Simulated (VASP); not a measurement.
# Si3B (Fm-3m) in VASP: notebook

Si3B is run at these levels: PBE; tasks: single point, relaxation of cell and atoms.

Everything below comes from runs of VASP 6.6.1. Logs are shortened: lines on timing, memory, paths and dates and some standing lists are left out, and cuts for length are marked.

### Step 1. The cell of the first run

It takes space group Fm-3m (No. 225, cubic). The conventional cell has a = 5.874 Å, b = 5.874 Å, c = 5.874 Å, α = 90.00°, β = 90.00°, γ = 90.00°. Within 3.4 Å of Si (site symmetry -43m) lie 10 Si at 2.54 to 2.94 Å and 4 B at 2.54 Å. Si (site symmetry m-3m) has 8 Si at 2.54 Å and 6 B at 2.94 Å within 3.4 Å. Within 3.4 Å of B (site symmetry m-3m) lie 14 Si at 2.54 to 2.94 Å.

### Step 2. Single point, PBE

INCAR reads:

```
SYSTEM = Si3B
PREC = Accurate
ENCUT = 520
EDIFF = 1E-7
ISMEAR = 0
SIGMA = 0.1
LREAL = .False.
LASPH = .True.
NELM = 80
ALGO = Normal
ISIF = 2
LWAVE = .False.
LCHARG = .False.
GGA = PE
NBANDS = 16
```

KPOINTS reads:

```
regular mesh
0
Gamma
  6 6 6
  0 0 0
```

POSCAR reads:

```
Si3B
1.0
    0.0000000000      2.9367657553      2.9367657553
    2.9367657553      0.0000000000      2.9367657553
    2.9367657553      2.9367657553      0.0000000000
Si B
3 1
Direct
    0.2500000000      0.2500000000      0.2500000000
    0.7500000000      0.7500000000      0.7500000000
    0.5000000000      0.5000000000      0.5000000000
    0.0000000000      0.0000000000      0.0000000000
```

Potentials or basis: VASP PAW PBE potentials, release 64 (Si, B).

The run is started by

```
$ cat potpaw_PBE.64/Si/POTCAR potpaw_PBE.64/B/POTCAR > POTCAR
$ mpirun -np 1 vasp_std > vasp.out
```

OUTCAR:

```text
SYSTEM = Si3B
   PREC = Accurate
   ENCUT = 520
   EDIFF = 1E-7
   ISMEAR = 0
   LREAL = .False.
   LASPH = .True.
   NELM = 80
   ISIF = 2
   GGA = PE

 ion  position               nearest neighbor table
   1  0.250  0.250  0.250-   3 2.54   4 2.54   4 2.54   4 2.54   4 2.54   3 2.54   3 2.54   3 2.54
                             2 2.94   2 2.94   2 2.94   2 2.94   2 2.94   2 2.94
   2  0.750  0.750  0.750-   3 2.54   4 2.54   3 2.54   3 2.54   3 2.54   4 2.54   4 2.54   4 2.54
                             1 2.94   1 2.94   1 2.94   1 2.94   1 2.94   1 2.94
   3  0.500  0.500  0.500-   1 2.54   2 2.54   1 2.54   1 2.54   1 2.54   2 2.54   2 2.54   2 2.54

   4  0.000  0.000  0.000-   1 2.54   2 2.54   2 2.54   2 2.54   2 2.54   1 2.54   1 2.54   1 2.54

  LATTYP: Found a face centered cubic cell.
 ALAT       =     5.8735315106

  Lattice vectors:

 A1 = (   0.0000000000,   2.9367657553,   2.9367657553)
 A2 = (   2.9367657553,   0.0000000000,   2.9367657553)
 A3 = (   2.9367657553,   2.9367657553,   0.0000000000)

Analysis of symmetry for initial positions (statically):
=====================================================================
 Subroutine PRICEL returns:
 Original cell was already a primitive cell.

 Routine SETGRP: Setting up the symmetry group for a
 face centered cubic supercell.

 Subroutine GETGRP returns: Found 48 space group operations
 (whereof 48 operations were pure point group operations)
 out of a pool of 48 trial point group operations.

The static configuration has the point symmetry O_h .

Analysis of symmetry for dynamics (positions and initial velocities):
=====================================================================
 Subroutine PRICEL returns:
 Original cell was already a primitive cell.

 Routine SETGRP: Setting up the symmetry group for a
 face centered cubic supercell.

 Subroutine GETGRP returns: Found 48 space group operations
 (whereof 48 operations were pure point group operations)
 out of a pool of 48 trial point group operations.

The dynamic configuration has the point symmetry O_h .

 Subroutine INISYM returns: Found 48 space group operations
 (whereof 48 operations are pure point group operations),
 and found     1 'primitive' translations

----------------------------------------------------------------------------------------

                                     Primitive cell

  volume of cell :      50.6568

  direct lattice vectors                    reciprocal lattice vectors
     0.000000000  2.936765755  2.936765755    -0.170255322  0.170255322  0.170255322
     2.936765755  0.000000000  2.936765755     0.170255322 -0.170255322  0.170255322
     2.936765755  2.936765755  0.000000000     0.170255322  0.170255322 -0.170255322

  length of vectors
     4.153213961  4.153213961  4.153213961     0.294890868  0.294890868  0.294890868

  position of ions in fractional coordinates (direct lattice)
     0.250000000  0.250000000  0.250000000
     0.750000000  0.750000000  0.750000000
     0.500000000  0.500000000  0.500000000
     0.000000000  0.000000000  0.000000000

  ion indices of the primitive-cell ions
   primitive index   ion index
                 1           1
                 2           2
                 3           3
                 4           4

----------------------------------------------------------------------------------------

 KPOINTS: regular mesh

Automatic generation of k-mesh.
 Grid dimensions read from file:
 generate k-points for:    6    6    6

 Generating k-lattice:

  Cartesian coordinates                     Fractional coordinates (reciprocal lattice)
    -0.028375887  0.028375887  0.028375887     0.166666667  0.000000000  0.000000000
     0.028375887 -0.028375887  0.028375887     0.000000000  0.166666667  0.000000000
     0.028375887  0.028375887 -0.028375887     0.000000000  0.000000000  0.166666667

  Length of vectors
     0.049148478  0.049148478  0.049148478

  Shift w.r.t. Gamma in fractional coordinates (k-lattice)
     0.000000000  0.000000000  0.000000000

 Subroutine IBZKPT returns following result:
 ===========================================

 Found     16 irreducible k-points:

 Following reciprocal coordinates:
            Coordinates               Weight
  0.000000  0.000000  0.000000      1.000000
  0.166667  0.000000  0.000000      8.000000
  0.333333  0.000000  0.000000      8.000000
  0.500000  0.000000  0.000000      4.000000
  0.166667  0.166667  0.000000      6.000000
  0.333333  0.166667  0.000000     24.000000
[... 8 lines left out ...]
 -0.333333  0.333333  0.166667     24.000000
 -0.333333  0.500000  0.166667     12.000000
   k-points           NKPTS =     16   k-points in BZ     NKDIM =     16   number of bands    NBANDS=     16
   number of dos      NEDOS =    301   number of ions     NIONS =      4
   total plane-waves  NPLWV =  32768
   dimension x,y,z NGX =    32 NGY =   32 NGZ =   32
   dimension x,y,z NGXF=    64 NGYF=   64 NGZF=   64
   ions per type =               3   1
   NGX,Y,Z   is equivalent  to a cutoff of  12.81, 12.81, 12.81 a.u.
   NGXF,Y,Z  is equivalent  to a cutoff of  25.62, 25.62, 25.62 a.u.
 SYSTEM =  Si3B
   PREC   = accura    normal or accurate (medium, high low for compatibility)
   ISTART =      0    job   : 0-new  1-cont  2-samecut
   ICHARG =      2    charge: 1-file 2-atom 10-const
   ISPIN  =      1    spin polarized calculation?
   LNONCOLLINEAR =      F non collinear calculations
   LSORBIT =      F    spin-orbit coupling
   LASPH  =      T    aspherical Exc in radial PAW
   ENCUT  =  520.0 eV  38.22 Ry    6.18 a.u.   7.72  7.72  7.72*2*pi/ulx,y,z
   NELM   =     80;   NELMIN=  2; NELMDL= -5     # of ELM steps
   EDIFF  = 0.1E-06   stopping-criterion for ELM
   LREAL  =      F    real-space projection
   EDIFFG = 0.1E-05   stopping-criterion for IOM
   NSW    =      0    number of steps for IOM
   IBRION =     -1    ionic relax: 0-MD 1-quasi-New 2-CG
   NFREE  =      0    steps in history (QN), initial steepest desc. (CG)
   ISIF   =      2    stress and relaxation
   ISYM   =      2    0-nonsym 1-usesym 2-fastsym
   POTIM  = 0.5000    time-step for ionic-motion
   TEBEG  =    0.0;   TEEND  =   0.0 temperature during run
   PSTRESS=    0.0 pullay stress
   NELECT =      15.0000    total number of electrons
   NUPDOWN=      -1.0000    fix difference up-down
   EMIN   =  10.00;   EMAX   =-10.00  energy-range for DOS
   EFERMI =   0.00;   METHOD = LEGACY
   ISMEAR =     0;   SIGMA  =   0.10  broadening in eV -4-tet -1-fermi 0-gaus
   EFERMI_NEDOS =   21; number of points for ismear=-14 and -15
   IALGO  =     38    algorithm
   IMIX   =      4    mixing-type and parameters
     AMIX     =   0.40;   BMIX     =  1.00
     AMIX_MAG =   1.60;   BMIX_MAG =  1.00
  volume/ion in A,a.u.               =      12.66        85.46
  Fermi-wavevector in a.u.,A,eV,Ry     =   1.091170  2.062013 16.199818  1.190653
  Thomas-Fermi vector in A             =   2.227410
   LORBIT       =      0    0 simple, 1 ext, 2 COOP (PROOUT), +10 PAW based schemes
   GGA     = PE    functional components
   LHFCALC =     F    Hartree Fock is set to
   AEXX    =    0.0000 exact exchange contribution
   IVDW    =     0    specifies the selected vdW correction
   LEPSILON=     F    determine dielectric tensor
   LRPA    =     F    only Hartree local field effects (RPA)
 non-spin polarized calculation
 Gauss-broadening in eV      SIGMA  =   0.10
  energy-cutoff  :      520.00
  volume of cell :       50.66
 maximum number of plane-waves:      1380
   NGX = 15   NGY = 15   NGZ = 15

 number of electron      15.0000001 magnetization

 Free energy of the ion-electron system (eV)
  ---------------------------------------------------
  ext. energy  EPLUGINS =         0.00000000
  ---------------------------------------------------
  free energy    TOTEN  =       -18.95994330 eV

  energy without entropy =      -18.94207720  energy(sigma->0) =      -18.95101025

 E-fermi :   9.5701     XC(G=0): -11.3475

 val. band max:        9.5238857127   @ k =  -0.3333   0.3333   0.1667
 cond. band min:       9.5756448485   @ k =   0.5000   0.1667   0.0000
 fundamental gap:      0.0517591358
 Fermi energy:         9.5701067301

 k-point     1 :       0.0000    0.0000    0.0000
  band No.  band energies     occupation
      1      -4.9516      2.00000
      2       6.9091      2.00000
      3       6.9091      2.00000
      4       6.9091      2.00000
      5       7.0115      2.00000
      6       7.1851      2.00000
[... 8 lines left out ...]
     15      12.9732      0.00000
     16      21.1583      0.00000

 k-point     2 :       0.1667    0.0000    0.0000
  band No.  band energies     occupation
      1      -4.6097      2.00000
      2       3.4832      2.00000
      3       6.0499      2.00000
      4       6.0499      2.00000
      5       6.1617      2.00000
      6       8.3618      2.00000
[... 8 lines left out ...]
     15      14.6992      0.00000
     16      19.2153      0.00000

 k-point     3 :       0.3333    0.0000    0.0000
  band No.  band energies     occupation
      1      -3.5899      2.00000
      2       0.4999      2.00000
      3       5.7093      2.00000
      4       5.7093      2.00000
      5       5.8339      2.00000
      6       6.9467      2.00000
[... 8 lines left out ...]
     15      16.9138      0.00000
     16      16.9138      0.00000

 k-point     4 :       0.5000    0.0000    0.0000
  band No.  band energies     occupation
      1      -2.1222      2.00000
      2      -1.6255      2.00000
      3       5.9556      2.00000
      4       5.9556      2.00000
      5       5.9879      2.00000
      6       6.0789      2.00000
[... 8 lines left out ...]
     15      18.0174      0.00000
     16      19.7373      0.00000
[... 172 lines left out ...]
 k-point    14 :       0.5000    0.3333    0.1667
  band No.  band energies     occupation
      1      -2.6863      2.00000
      2       1.2981      2.00000
      3       1.4405      2.00000
      4       2.7356      2.00000
      5       6.5696      2.00000
      6       6.6745      2.00000
[... 8 lines left out ...]
     15      17.3147      0.00000
     16      18.0417      0.00000

 k-point    15 :      -0.3333    0.3333    0.1667
  band No.  band energies     occupation
      1      -1.2015      2.00000
      2      -0.7701      2.00000
      3       1.5422      2.00000
      4       1.9100      2.00000
      5       6.9075      2.00000
      6       6.9308      2.00000
[... 8 lines left out ...]
     15      17.9193      0.00000
     16      18.5732      0.00000

 k-point    16 :      -0.3333    0.5000    0.1667
  band No.  band energies     occupation
      1      -0.5328      2.00000
      2      -0.3994      2.00000
      3       0.8421      2.00000
      4       1.1411      2.00000
      5       6.1515      2.00000
      6       6.2332      2.00000
[... 8 lines left out ...]
     15      17.5678      0.00000
     16      17.5952      0.00000

------------------------ aborting loop because EDIFF is reached ----------------------------------------

  FORCE on cell =-STRESS in cart. coord.  units (eV):
  Direction    XX          YY          ZZ          XY          YZ          ZX
  --------------------------------------------------------------------------------------
  -------------------------------------------------------------------------------------
  Total       -0.1327735     -0.1327735     -0.1327735      0.0000000     -0.0000000      0.0000000
  in kB       -4.1993689     -4.1993689     -4.1993689      0.0000000     -0.0000000      0.0000000
  external PRESSURE =      -4.1993689 kB  Pullay stress =       0.0000000 kB

 VOLUME and BASIS-vectors are now :
 -----------------------------------------------------------------------------
  energy-cutoff  :      520.00
  volume of cell :       50.66
      direct lattice vectors                 reciprocal lattice vectors
     0.000000000  2.936765755  2.936765755    -0.170255322  0.170255322  0.170255322
     2.936765755  0.000000000  2.936765755     0.170255322 -0.170255322  0.170255322
     2.936765755  2.936765755  0.000000000     0.170255322  0.170255322 -0.170255322

 POSITION                                       TOTAL-FORCE (eV/Angst)
 -----------------------------------------------------------------------------------
      1.46838      1.46838      1.46838         0.000000      0.000000      0.000000
      4.40515      4.40515      4.40515        -0.000000     -0.000000     -0.000000
      2.93677      2.93677      2.93677        -0.000000     -0.000000      0.000000
      0.00000      0.00000      0.00000        -0.000000      0.000000      0.000000
 -----------------------------------------------------------------------------------
    total drift:                                0.000000     -0.000000      0.000000

  FREE ENERGIE OF THE ION-ELECTRON SYSTEM (eV)
  ---------------------------------------------------
  free  energy   TOTEN  =       -18.9599433003 eV

  energy  without entropy=      -18.9420772027  energy(sigma->0) =      -18.95101025
```

Run time: 8.1 s. Hardware: 1 thread of AMD EPYC 9R45 (Zen 5), shared host; peak memory 0.14 GiB.

Results:

```
Free energy : -18.9599 eV
Pressure    : -0.4 GPa
```

Levels at points of the mesh, in eV from the Fermi level:
```tsv
k point	band 5	band 6	band 7	band 8	band 9	band 10
(0.00, 0.00, 0.00)	-2.56	-2.39	-2.38	-2.38	-2.38	-0.07
(0.50, 0.00, 0.00)	-3.58	-3.49	-3.49	-3.27	3.24	3.53
(0.50, 0.50, 0.00)	-6.42	-6.21	2.96	2.96	4.16	4.16
```

### Step 3. Single point, PBE

This run uses another cell than the first one, of 13.96 Å³/atom, 1.102 times its volume.

Changes to INCAR since step 2:

```diff
@@ -12,4 +12,6 @@
 LWAVE = .False.
-LCHARG = .False.
+LCHARG = .True.
 GGA = PE
+LELF = .True.
+LVHAR = .True.
 NBANDS = 16
```

KPOINTS reads:

```
Automatic mesh
0
Gamma
  6 6 6
  0 0 0
```

POSCAR reads:

```
Si3B
1.0
    0.0000000000      3.0336152400      3.0336152400
    3.0336152400      0.0000000000      3.0336152400
    3.0336152400      3.0336152400      0.0000000000
Si B
3 1
Direct
    0.2500000000      0.2500000000      0.2500000000
    0.7500000000      0.7500000000      0.7500000000
    0.5000000000      0.5000000000      0.5000000000
    0.0000000000      0.0000000000      0.0000000000
```

Potentials or basis: VASP PAW PBE potentials, release 64 (Si, B).

The run is started by

```
$ cat potpaw_PBE.64/Si/POTCAR potpaw_PBE.64/B/POTCAR > POTCAR
$ mpirun -np 1 vasp_std > vasp.out
```

Run time: 8.1 s. Hardware: 1 thread of AMD EPYC 9R45 (Zen 5), shared host; peak memory 0.14 GiB.

Results (log left out):

```yaml
Free_energy: -18.7902 eV
Pressure: -9.3 GPa
```

Levels at points of the mesh, in eV from the Fermi level:
| k point | band 4 | band 5 | band 6 | band 7 | band 8 | band 9 | band 10 | band 11 |
| --- | --- | --- | --- | --- | --- | --- | --- | --- |
| (0.00, 0.00, 0.00) | -2.26 | -2.26 | -2.26 | -2.07 | -2.07 | -2.07 | -0.02 | -0.02 |
| (0.50, 0.00, 0.00) | -3.38 | -3.25 | -3.25 | -3.04 | -3.04 | 2.84 | 3.12 | 3.49 |
| (0.50, 0.50, 0.00) | -5.94 | -5.89 | -5.89 | 2.86 | 2.86 | 3.88 | 3.88 | 4.20 |

### Step 4. Relaxation of cell and atoms, PBE

This run uses another cell than the first one, of 13.96 Å³/atom, 1.102 times its volume.

INCAR reads:

```
SYSTEM = Si3B
  PREC = Accurate
  ENCUT = 600
  EDIFF = 1E-6
  ISMEAR = 0
  SIGMA = 0.1
  LREAL = .False.
  LASPH = .True.
  NELM = 80
  ALGO = Normal
  ISIF = 3
  LWAVE = .False.
  LCHARG = .False.
  GGA = PE
  IBRION = 2
  NSW = 90
  EDIFFG = -0.04
```

KPOINTS reads:

```
regular mesh
0
Gamma
  6 6 6
  0 0 0
```

POSCAR is that of step 3.

The run is started by

```
$ cat potpaw_PBE.64/Si/POTCAR potpaw_PBE.64/B/POTCAR > POTCAR
$ mpirun -np 1 vasp_std > vasp.out
```

Run time: 18 s. Hardware: 1 thread of AMD EPYC 9R45 (Zen 5), shared host; peak memory 0.17 GiB.

Results (log left out):

| Property | Result |
| --- | --- |
| Free energy | -18.9606 eV |
| Relaxed volume | 12.62 Å³/atom |
| Relaxed cell | a = 4.148 Å, b = 4.148 Å, c = 4.148 Å, α = 60.00°, β = 60.00°, γ = 60.00° |
| Space group after relaxing (to 0.05 Å) | Fm-3m (No. 225) |
| Energy gained by relaxing | 42.6 meV/atom |
| Ionic steps | 3 |
| Pressure after relaxing | 0.0 GPa |

The path:
```tsv
step	energy change (eV)	largest force (eV/Å)	pressure (GPa)	volume (Å³)
1	0.0000	0.0000	-9.30	55.84
2	-0.1639	0.0000	2.25	49.54
3	-0.1704	0.0000	0.03	50.46
```

Final structure:
```
Si B
1.0
     0.00000    2.93305    2.93305
     2.93305    0.00000    2.93305
     2.93305    2.93305    0.00000
Si B
3 1
Cartesian
  1.4665 1.4665 1.4665
  4.3996 4.3996 4.3996
  2.9330 2.9330 2.9330
  0.0000 0.0000 0.0000
```

Levels at points of the mesh, in eV from the Fermi level:
| k point | band 3 | band 4 | band 5 | band 6 | band 7 | band 8 | band 9 | band 10 | band 11 |
| --- | --- | --- | --- | --- | --- | --- | --- | --- | --- |
| (0.00, 0.00, 0.00) | -2.68 | -2.68 | -2.55 | -2.39 | -2.39 | -2.39 | -2.37 | -0.07 | -0.07 |
| (0.50, 0.00, 0.00) | -3.63 | -3.63 | -3.58 | -3.51 | -3.51 | -3.27 | 3.26 | 3.52 | 3.52 |
| (0.50, 0.50, 0.00) | -6.52 | -6.52 | -6.43 | -6.22 | 2.96 | 2.96 | 4.17 | 4.17 | 4.60 |

Caveat: the bands computed are all filled at some k points, so no gap is given.

### Step 5. The runs side by side

```csv
task,cell,cutoff (eV),gap on the mesh (eV),pressure (GPa)
single point,"a = 4.153 Å, angles 60.0°, 4 atoms",520,none,-0.4
single point,"a = 4.290 Å, angles 60.0°, 4 atoms",520,none,-9.3
relaxation of cell and atoms,"relaxed from a = 4.290 Å, angles 60.0°, 4 atoms",600,-,0.0
```

Alike in all rows: level PBE; potentials or basis VASP PAW PBE potentials, release 64 (Si, B); no spin polarisation; k mesh 6 × 6 × 6; smearing gaussian 0.1 eV.

Caveats: the bands computed are all filled at some k points, so no gap is given (some runs).

Absolute energies hang on the potentials; compare differences alone.
